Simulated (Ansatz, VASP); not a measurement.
Two plane-wave programs on W

```
CELL_PARAMETERS angstrom
0.00000 2.03000 2.03000
2.03000 0.00000 2.03000
2.03000 2.03000 0.00000
ATOMIC_POSITIONS crystal
W 0.00000 0.00000 0.00000
```

Alike in both runs: task single point; functional PBEsol; k mesh 12 × 12 × 12; occupations fermi-dirac, width 0.05 eV; no spin polarisation.

|  | VASP | Ansatz |
| --- | --- | --- |
| version | VASP 6.6.1 | Ansatz 0.2.0 |
| potentials or method | VASP PAW PBE potentials, release 64 (W_sv), cutoff 520 eV | plane waves, PAW |
| valence electrons in the cell | 14 | 14 |

|  | VASP | Ansatz | Ansatz less VASP |
| --- | --- | --- | --- |
| pressure (GPa) | -12.6 | -13.1 | -0.47 |

VASP's potentials were made for PBE, not for PBEsol.

Neither program's run includes spin-orbit coupling.
